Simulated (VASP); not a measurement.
La2SnO4: single point with PBE

La2SnO4:

```xyz
7
Lattice="-0.0001 -4.0932 -0.0142 4.0920 0.0001 0.0020 -2.0425 2.0707 7.3160" Properties=species:S:1:pos:R:3 pbc="T T T"
La    0.0026    0.0171    5.3369
La    2.0487   -2.0229    2.8057
Sn   -0.0008   -0.0060    0.4332
O     0.0025   -2.0339    6.8756
O     2.0480    0.0142    6.8839
O     2.0485    0.0189    3.8854
O     0.0025   -2.0276    3.8779
```

```yaml
Program: VASP 6.6.1
Task: single point
Functional: PBE
Potentials_or_basis: VASP PAW PBE potentials, release 64 (La, Sn_d, O)
Cutoff: 520 eV
k_mesh: 4 × 4 × 4
Occupations: gaussian, width 0.1 eV
Spin: no spin polarisation
Dipole_correction: no
Further_INCAR_settings: ALGO = Normal; EDIFF = 1e-07; NBANDS = 39
```

* Pressure: -0.2 GPa
* Largest force: 0.058 eV/Å
* Band gap on the k mesh: 1.83 eV (least direct gap 2.31 eV)

Forces on the atoms (eV/Å):
```
La  -0.001  0.000 -0.026
La   0.002 -0.002  0.018
Sn   0.000 -0.001  0.058
O   -0.001 -0.001 -0.029
O    0.000  0.004 -0.028
O    0.000  0.000  0.003
O   -0.001  0.000  0.003
```

Stress tensor (GPa, compression positive):
```
-0.20  0.00 -0.02
 0.00 -0.22 -0.12
-0.02 -0.12 -0.18
```

Levels at points of the mesh, in eV from the valence-band top:
```
           k point  band 26  band 27  band 28  band 29  band 30  band 31  band 32  band 33  band 34  band 35
(0.00, 0.00, 0.00)    -1.42    -1.42    -1.01    -1.00    -0.99     2.19     3.86     4.08     4.14     4.14
(0.50, 0.00, 0.00)    -1.85    -1.65    -1.46    -1.13    -0.07     2.89     3.90     3.94     4.08     4.17
(0.00, 0.50, 0.00)    -1.84    -1.64    -1.46    -1.13    -0.07     2.89     3.90     3.94     4.09     4.17
(0.50, 0.50, 0.00)    -1.36    -1.15    -1.04    -0.80    -0.75     2.76     2.82     3.39     4.24     4.39
(0.00, 0.00, 0.50)    -1.43    -1.43    -1.00    -1.00    -0.48     1.83     3.76     4.03     4.14     4.14
(0.50, 0.00, 0.50)    -1.84    -1.64    -1.46    -1.13    -0.07     2.88     3.90     3.94     4.09     4.18
(0.00, 0.50, 0.50)    -1.84    -1.65    -1.46    -1.13    -0.07     2.89     3.90     3.94     4.09     4.17
(0.50, 0.50, 0.50)    -1.36    -1.15    -1.04    -0.80    -0.75     2.76     2.82     3.39     4.24     4.39
```

Wall time 2.5 min on 1 thread of Intel(R) Xeon(R) 6975P-C (Granite Rapids) (shared host), peak memory 0.33 GiB.

Caveat: spin-orbit coupling is left out, which moves the levels of the heavy elements. A k mesh can miss the band edges.
